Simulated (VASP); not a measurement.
# AlRu (P4/mmm) in VASP: a series of runs

Runs on AlRu. Level: PBE. Tasks: single point.

Everything below comes from runs of VASP 6.6.1. Logs are shortened: lines on timing, memory, paths and dates and some standing lists are left out, and cuts for length are marked.

**1. The cell of the first run**

It takes space group P4/mmm (No. 123, tetragonal). Conventional cell: a = 3.004 Å, b = 3.004 Å, c = 2.824 Å, α = 90.00°, β = 90.00°, γ = 90.00°. Within 3.4 Å of Al (site symmetry 4/mmm) lie 8 Ru at 2.55 Å and 6 Al at 2.82 to 3.00 Å. Within 3.4 Å of Ru (site symmetry 4/mmm) lie 8 Al at 2.55 Å and 6 Ru at 2.82 to 3.00 Å.

**2. Single point, PBE (strain -0.0600 x Voigt [0, 1, 0, 0, 0, 0])**

INCAR

```
PREC     = Accurate       # precision mode
ENCUT    = 520            # plane-wave cutoff, eV
EDIFF    = 1E-7           # SCF threshold, eV
ISMEAR   = 0              # smearing method
SIGMA    = 0.15           # smearing width, eV
LREAL    = False          # projectors in reciprocal space
LASPH    = True           # aspherical terms in the spheres
NELM     = 100            # most SCF steps
ALGO     = Fast           # electronic algorithm
ISIF     = 2              # what is computed and relaxed
LWAVE    = False          # write WAVECAR
LCHARG   = True           # write CHGCAR
GGA      = PE             # functional
LELF     = True           # ELF
LVHAR    = True         
NBANDS   = 16             # bands
```

KPOINTS

```
regular mesh
0
Gamma
  20 20 20
```

POSCAR

```
AlRu
1.0
    3.0040847246      0.0000000000      0.0000000000
    0.0000000000      2.8238396411      0.0000000000
    0.0000000000      0.0000000000      3.0040847246
Al Ru
1 1
Direct
    0.0000000000      0.0000000000      0.0000000000
    0.5000000000      0.5000000000      0.5000000000
```

Potentials or basis: VASP PAW PBE potentials, release 64 (Al, Ru_pv).

Run with:

```
cat potpaw_PBE.64/Al/POTCAR potpaw_PBE.64/Ru_pv/POTCAR > POTCAR
mpirun -np 1 vasp_std > vasp.out
```

OUTCAR:

```text
PREC = Accurate
   ENCUT = 520
   EDIFF = 1E-7
   ISMEAR = 0
   LREAL = False
   LASPH = True
   NELM = 100
   ISIF = 2
   GGA = PE

 ion  position               nearest neighbor table
   1  0.000  0.000  0.000-   2 2.55   2 2.55   2 2.55   2 2.55   2 2.55   2 2.55   2 2.55   2 2.55

   2  0.500  0.500  0.500-   1 2.55   1 2.55   1 2.55   1 2.55   1 2.55   1 2.55   1 2.55   1 2.55

  LATTYP: Found a simple tetragonal cell.
 ALAT       =     3.0040847246
 C/A-ratio  =     0.9400000000

  Lattice vectors:

 A1 = (  -3.0040847246,   0.0000000000,   0.0000000000)
 A2 = (   0.0000000000,   0.0000000000,   3.0040847246)
 A3 = (   0.0000000000,   2.8238396411,   0.0000000000)

Analysis of symmetry for initial positions (statically):
=====================================================================
 Subroutine PRICEL returns:
 Original cell was already a primitive cell.

 Routine SETGRP: Setting up the symmetry group for a
 simple tetragonal supercell.

 Subroutine GETGRP returns: Found 16 space group operations
 (whereof 16 operations were pure point group operations)
 out of a pool of 16 trial point group operations.

The static configuration has the point symmetry D_4h.

Analysis of symmetry for dynamics (positions and initial velocities):
=====================================================================
 Subroutine PRICEL returns:
 Original cell was already a primitive cell.

 Routine SETGRP: Setting up the symmetry group for a
 simple tetragonal supercell.

 Subroutine GETGRP returns: Found 16 space group operations
 (whereof 16 operations were pure point group operations)
 out of a pool of 16 trial point group operations.

The dynamic configuration has the point symmetry D_4h.

 Subroutine INISYM returns: Found 16 space group operations
 (whereof 16 operations are pure point group operations),
 and found     1 'primitive' translations

----------------------------------------------------------------------------------------

                                     Primitive cell

  volume of cell :      25.4838

  direct lattice vectors                    reciprocal lattice vectors
     3.004084725  0.000000000  0.000000000     0.332880092  0.000000000  0.000000000
     0.000000000  2.823839641  0.000000000     0.000000000  0.354127758  0.000000000
     0.000000000  0.000000000  3.004084725     0.000000000  0.000000000  0.332880092

  length of vectors
     3.004084725  2.823839641  3.004084725     0.332880092  0.354127758  0.332880092

  position of ions in fractional coordinates (direct lattice)
     0.000000000  0.000000000  0.000000000
     0.500000000  0.500000000  0.500000000

  ion indices of the primitive-cell ions
   primitive index   ion index
                 1           1
                 2           2

----------------------------------------------------------------------------------------

 KPOINTS: regular mesh

Automatic generation of k-mesh.
 Grid dimensions read from file:
 generate k-points for:   20   20   20

 Generating k-lattice:

  Cartesian coordinates                     Fractional coordinates (reciprocal lattice)
     0.016644005  0.000000000  0.000000000     0.050000000  0.000000000  0.000000000
     0.000000000  0.017706388  0.000000000     0.000000000  0.050000000  0.000000000
     0.000000000  0.000000000  0.016644005     0.000000000  0.000000000  0.050000000

  Length of vectors
     0.016644005  0.017706388  0.016644005

  Shift w.r.t. Gamma in fractional coordinates (k-lattice)
     0.000000000  0.000000000  0.000000000

 Subroutine IBZKPT returns following result:
 ===========================================

 Found    726 irreducible k-points:

 Following reciprocal coordinates:
            Coordinates               Weight
  0.000000  0.000000  0.000000      1.000000
  0.050000  0.000000  0.000000      4.000000
  0.100000  0.000000  0.000000      4.000000
  0.150000  0.000000  0.000000      4.000000
  0.200000  0.000000  0.000000      4.000000
  0.250000  0.000000  0.000000      4.000000
[... 16 lines left out ...]
  0.000000  0.100000  0.000000      2.000000
  0.050000  0.100000  0.000000      8.000000
 [... further k-points ...]
   k-points           NKPTS =    726   k-points in BZ     NKDIM =    726   number of bands    NBANDS=     16
   number of dos      NEDOS =    301   number of ions     NIONS =      2
   total plane-waves  NPLWV =  13824
   dimension x,y,z NGX =    24 NGY =   24 NGZ =   24
   dimension x,y,z NGXF=    48 NGYF=   48 NGZF=   48
   ions per type =               1   1
   NGX,Y,Z   is equivalent  to a cutoff of  13.28, 14.13, 13.28 a.u.
   NGXF,Y,Z  is equivalent  to a cutoff of  26.56, 28.26, 26.56 a.u.
 SYSTEM =  unknown system
   PREC   = accura    normal or accurate (medium, high low for compatibility)
   ISTART =      0    job   : 0-new  1-cont  2-samecut
   ICHARG =      2    charge: 1-file 2-atom 10-const
   ISPIN  =      1    spin polarized calculation?
   LNONCOLLINEAR =      F non collinear calculations
   LSORBIT =      F    spin-orbit coupling
   LASPH  =      T    aspherical Exc in radial PAW
   ENCUT  =  520.0 eV  38.22 Ry    6.18 a.u.   5.59  5.25  5.59*2*pi/ulx,y,z
   NELM   =    100;   NELMIN=  2; NELMDL= -5     # of ELM steps
   EDIFF  = 0.1E-06   stopping-criterion for ELM
   LREAL  =      F    real-space projection
   EDIFFG = 0.1E-05   stopping-criterion for IOM
   NSW    =      0    number of steps for IOM
   IBRION =     -1    ionic relax: 0-MD 1-quasi-New 2-CG
   NFREE  =      0    steps in history (QN), initial steepest desc. (CG)
   ISIF   =      2    stress and relaxation
   ISYM   =      2    0-nonsym 1-usesym 2-fastsym
   POTIM  = 0.5000    time-step for ionic-motion
   TEBEG  =    0.0;   TEEND  =   0.0 temperature during run
   PSTRESS=    0.0 pullay stress
   NELECT =      17.0000    total number of electrons
   NUPDOWN=      -1.0000    fix difference up-down
   EMIN   =  10.00;   EMAX   =-10.00  energy-range for DOS
   EFERMI =   0.00;   METHOD = LEGACY
   ISMEAR =     0;   SIGMA  =   0.15  broadening in eV -4-tet -1-fermi 0-gaus
   EFERMI_NEDOS =   21; number of points for ismear=-14 and -15
   IALGO  =     68    algorithm
   IMIX   =      4    mixing-type and parameters
     AMIX     =   0.40;   BMIX     =  1.00
     AMIX_MAG =   1.60;   BMIX_MAG =  1.00
  volume/ion in A,a.u.               =      12.74        85.99
  Fermi-wavevector in a.u.,A,eV,Ry     =   1.430440  2.703140 27.839682  2.046159
  Thomas-Fermi vector in A             =   2.550285
   LORBIT       =      0    0 simple, 1 ext, 2 COOP (PROOUT), +10 PAW based schemes
   GGA     = PE    functional components
   LHFCALC =     F    Hartree Fock is set to
   AEXX    =    0.0000 exact exchange contribution
   IVDW    =     0    specifies the selected vdW correction
   LEPSILON=     F    determine dielectric tensor
   LRPA    =     F    only Hartree local field effects (RPA)
 non-spin polarized calculation
 RMM-DIIS sequential band-by-band and
 Gauss-broadening in eV      SIGMA  =   0.15
  energy-cutoff  :      520.00
  volume of cell :       25.48
 maximum number of plane-waves:       715
 NGX is ok and might be reduce to    24
   NGX = 11   NGY = 11   NGZ = 11

 number of electron      16.9999996 magnetization

 Free energy of the ion-electron system (eV)
  ---------------------------------------------------
  ext. energy  EPLUGINS =         0.00000000
  ---------------------------------------------------
  free energy    TOTEN  =       -14.15550459 eV

  energy without entropy =      -14.13907168  energy(sigma->0) =      -14.14728813

 E-fermi :  11.4612     XC(G=0): -12.8210

 val. band max:       11.4603982998   @ k =   0.4500   0.0000   0.2000
 cond. band min:      11.4627782886   @ k =   0.5000   0.1500   0.0000
 fundamental gap:      0.0023799888
 Fermi energy:        11.4611642697

 k-point     1 :       0.0000    0.0000    0.0000
  band No.  band energies     occupation
      1     -30.3750      2.00000
      2     -30.3750      2.00000
      3     -30.2832      2.00000
      4       1.4595      2.00000
      5       7.5701      2.00000
      6       7.5798      2.00000
[... 8 lines left out ...]
     15      23.5481      0.00000
     16      27.6325      0.00000

 k-point     2 :       0.0500    0.0000    0.0000
  band No.  band energies     occupation
      1     -30.3802      2.00000
      2     -30.3746      2.00000
      3     -30.2828      2.00000
      4       1.5080      2.00000
      5       7.5861      2.00000
      6       7.5944      2.00000
[... 8 lines left out ...]
     15      23.5481      0.00000
     16      27.7385      0.00000

 k-point     3 :       0.1000    0.0000    0.0000
  band No.  band energies     occupation
      1     -30.3951      2.00000
      2     -30.3734      2.00000
      3     -30.2816      2.00000
      4       1.6526      2.00000
      5       7.6228      2.00000
      6       7.6423      2.00000
[... 8 lines left out ...]
     15      23.5483      0.00000
     16      28.0775      0.00000

 k-point     4 :       0.1500    0.0000    0.0000
  band No.  band energies     occupation
      1     -30.4182      2.00000
      2     -30.3714      2.00000
      3     -30.2798      2.00000
      4       1.8897      2.00000
      5       7.6606      2.00000
      6       7.7204      2.00000
[... 8 lines left out ...]
     15      23.9581      0.00000
     16      28.6904      0.00000
[... 324 lines left out ...]
 k-point    22 :       0.5000    0.0500    0.0000
  band No.  band energies     occupation
      1     -30.5810      2.00000
      2     -30.3566      2.00000
      3     -30.2760      2.00000
      4       5.3619      2.00000
      5       5.6149      2.00000
      6       8.3773      2.00000
[... 8 lines left out ...]
     15      24.4600      0.00000
     16      26.0979      0.00000

 k-point    23 :       0.0000    0.1000    0.0000
  band No.  band energies     occupation
      1     -30.3718      2.00000
      2     -30.3718      2.00000
      3     -30.3192      2.00000
      4       1.6741      2.00000
      5       7.6567      2.00000
      6       7.7089      2.00000
[... 8 lines left out ...]
     15      23.5497      0.00000
     16      28.5388      0.00000

 k-point    24 :       0.0500    0.1000    0.0000
  band No.  band energies     occupation
      1     -30.3769      2.00000
      2     -30.3713      2.00000
      3     -30.3188      2.00000
      4       1.7219      2.00000
      5       7.6725      2.00000
      6       7.7251      2.00000
[... 8 lines left out ...]
     15      23.5498      0.00000
     16      28.6003      0.00000

 [... further k-points ...]
[... 5 lines left out ...]
  --------------------------------------------------------------------------------------
  -------------------------------------------------------------------------------------
  Total        1.6622736      3.7832057      1.6622736     -0.0000000      0.0000000      0.0000000
  in kB      104.5077978    237.8516420    104.5077978     -0.0000000      0.0000000      0.0000000
  external PRESSURE =     148.9557458 kB  Pullay stress =       0.0000000 kB

 VOLUME and BASIS-vectors are now :
 -----------------------------------------------------------------------------
  energy-cutoff  :      520.00
  volume of cell :       25.48
      direct lattice vectors                 reciprocal lattice vectors
     3.004084725  0.000000000  0.000000000     0.332880092  0.000000000  0.000000000
     0.000000000  2.823839641  0.000000000     0.000000000  0.354127758  0.000000000
     0.000000000  0.000000000  3.004084725     0.000000000  0.000000000  0.332880092

 POSITION                                       TOTAL-FORCE (eV/Angst)
 -----------------------------------------------------------------------------------
      0.00000      0.00000      0.00000         0.000000      0.000000      0.000000
      1.50204      1.41192      1.50204         0.000000      0.000000      0.000000
 -----------------------------------------------------------------------------------
    total drift:                                0.000000     -0.000000     -0.000000

  FREE ENERGIE OF THE ION-ELECTRON SYSTEM (eV)
  ---------------------------------------------------
  free  energy   TOTEN  =       -14.1555045857 eV

  energy  without entropy=      -14.1390716805  energy(sigma->0) =      -14.14728813
```

Run time: 84 s. Hardware: 1 thread of Intel Xeon 6975P-C (Granite Rapids), shared host; peak memory 0.38 GiB.

What came out:

```yaml
Free_energy: -14.1555 eV
Pressure: 14.9 GPa
Band_gap_on_the_k_mesh: zero (an odd number of electrons rules out a gap without spin polarisation)
```

Caveat: the cell differs from its parent crystal (strain -0.0600 x Voigt [0, 1, 0, 0, 0, 0]); the stress differs along the axes, from 10 to 24 GPa.

**3. Single point, PBE (strain -0.0450 x Voigt [0, 1, 0, 0, 0, 0])**

INCAR

```
PREC = Accurate
ENCUT = 520
EDIFF = 1E-7
ISMEAR = 0
SIGMA = 0.15
LREAL = False
LASPH = True
NELM = 100
ALGO = Fast
ISIF = 2
LWAVE = False
LCHARG = False
GGA = PE
NBANDS = 16
```

KPOINTS is that of step 2.

Changes to POSCAR since step 2:

```diff
@@ -3,3 +3,3 @@
     3.0040847246      0.0000000000      0.0000000000
-    0.0000000000      2.8238396411      0.0000000000
+    0.0000000000      2.8689009120      0.0000000000
     0.0000000000      0.0000000000      3.0040847246
```

Potentials or basis: VASP PAW PBE potentials, release 64 (Al, Ru_pv).

Run with:

```
cat potpaw_PBE.64/Al/POTCAR potpaw_PBE.64/Ru_pv/POTCAR > POTCAR
mpirun -np 1 vasp_std > vasp.out
```

OUTCAR:

```text
PREC = Accurate
   ENCUT = 520
   EDIFF = 1E-7
   ISMEAR = 0
   LREAL = False
   LASPH = True
   NELM = 100
   ISIF = 2
   GGA = PE

 ion  position               nearest neighbor table
   1  0.000  0.000  0.000-   2 2.56   2 2.56   2 2.56   2 2.56   2 2.56   2 2.56   2 2.56   2 2.56

   2  0.500  0.500  0.500-   1 2.56   1 2.56   1 2.56   1 2.56   1 2.56   1 2.56   1 2.56   1 2.56

  LATTYP: Found a simple tetragonal cell.
 ALAT       =     3.0040847246
 C/A-ratio  =     0.9550000000

  Lattice vectors:

[... 628 lines left out ...]
      3     -30.5648      2.00000
      4       1.5788      2.00000
      5       7.5311      2.00000
      6       7.5700      2.00000
[... 8 lines left out ...]
     15      23.3157      0.00000
     16      27.9436      0.00000

 [... further k-points ...]
[... 5 lines left out ...]
  --------------------------------------------------------------------------------------
  -------------------------------------------------------------------------------------
  Total        1.2155253      2.7062698      1.2155253      0.0000000      0.0000000      0.0000000
  in kB       75.2202351    167.4718312     75.2202351      0.0000000      0.0000000      0.0000000
  external PRESSURE =     105.9707671 kB  Pullay stress =       0.0000000 kB

 VOLUME and BASIS-vectors are now :
 -----------------------------------------------------------------------------
  energy-cutoff  :      520.00
  volume of cell :       25.89
      direct lattice vectors                 reciprocal lattice vectors
     3.004084725  0.000000000  0.000000000     0.332880092  0.000000000  0.000000000
     0.000000000  2.868900912  0.000000000     0.000000000  0.348565542  0.000000000
     0.000000000  0.000000000  3.004084725     0.000000000  0.000000000  0.332880092

 POSITION                                       TOTAL-FORCE (eV/Angst)
 -----------------------------------------------------------------------------------
      0.00000      0.00000      0.00000         0.000000      0.000000      0.000000
      1.50204      1.43445      1.50204         0.000000      0.000000      0.000000
 -----------------------------------------------------------------------------------
    total drift:                                0.000000     -0.000000     -0.000000

  FREE ENERGIE OF THE ION-ELECTRON SYSTEM (eV)
  ---------------------------------------------------
  free  energy   TOTEN  =       -14.2069689582 eV

  energy  without entropy=      -14.1897108017  energy(sigma->0) =      -14.19833988
```

OSZICAR:

```text
N       E                     dE             d eps       ncg     rms          rms(c)
DAV:   1     0.117803081835E+03    0.11780E+03   -0.91565E+03 23704   0.996E+02
DAV:   2    -0.129848465802E+02   -0.13079E+03   -0.12470E+03 27408   0.296E+02
DAV:   3    -0.148738038647E+02   -0.18890E+01   -0.18836E+01 30264   0.371E+01
DAV:   4    -0.148872166306E+02   -0.13413E-01   -0.13396E-01 28616   0.330E+00
DAV:   5    -0.148874069611E+02   -0.19033E-03   -0.19003E-03 28288   0.381E-01    0.132E+01
RMM:   6    -0.142824826382E+02    0.60492E+00   -0.19549E+00 23771   0.110E+01    0.250E+00
RMM:   7    -0.142211562961E+02    0.61326E-01   -0.11425E-01 24443   0.276E+00    0.216E+00
RMM:   8    -0.142071211963E+02    0.14035E-01   -0.14213E-02 25862   0.896E-01    0.186E-01
RMM:   9    -0.142069710837E+02    0.15011E-03   -0.10472E-03 26601   0.275E-01    0.124E-01
RMM:  10    -0.142069687798E+02    0.23040E-05   -0.13670E-04 27614   0.109E-01    0.261E-02
RMM:  11    -0.142069698330E+02   -0.10532E-05   -0.35348E-05 27660   0.525E-02    0.203E-02
RMM:  12    -0.142069692443E+02    0.58869E-06   -0.89447E-06 28754   0.260E-02    0.144E-02
RMM:  13    -0.142069696002E+02   -0.35591E-06   -0.21967E-06 27348   0.139E-02    0.214E-02
RMM:  14    -0.142069689633E+02    0.63691E-06   -0.17907E-06 26743   0.119E-02    0.607E-03
RMM:  15    -0.142069689582E+02    0.50359E-08   -0.28704E-07 21113   0.460E-03
   1 F= -.14206969E+02 E0= -.14198340E+02  d E =-.172582E-01
```

stdout:

```text
POSCAR found type information on POSCAR AlRu
 POSCAR found :  2 types and       2 ions
 scaLAPACK will be used
 LDA part: xc-table for (Slater+PW92), standard interpolation
 POSCAR, INCAR and KPOINTS ok, starting setup
 FFT: planning ... GRIDC
 FFT: planning ... GRID_SOFT
 FFT: planning ... GRID
 WAVECAR not read
 entering main loop
WARNING in EDDRMM: call to ZHEGV failed, returncode =   6  3     16
```

Run time: 81 s. Hardware: 1 thread of Intel Xeon 6975P-C (Granite Rapids), shared host; peak memory 0.38 GiB.

What came out:

```
Free energy            : -14.2070 eV
Pressure               : 10.6 GPa
Band gap on the k mesh : zero (an odd number of electrons rules out a gap without spin polarisation)
```

Stress tensor (GPa, compression positive):
```
 7.52  0.00  0.00
 0.00 16.75  0.00
 0.00  0.00  7.52
```

Caveat: the cell differs from its parent crystal (strain -0.0450 x Voigt [0, 1, 0, 0, 0, 0]); the stress differs along the axes, from 8 to 17 GPa.
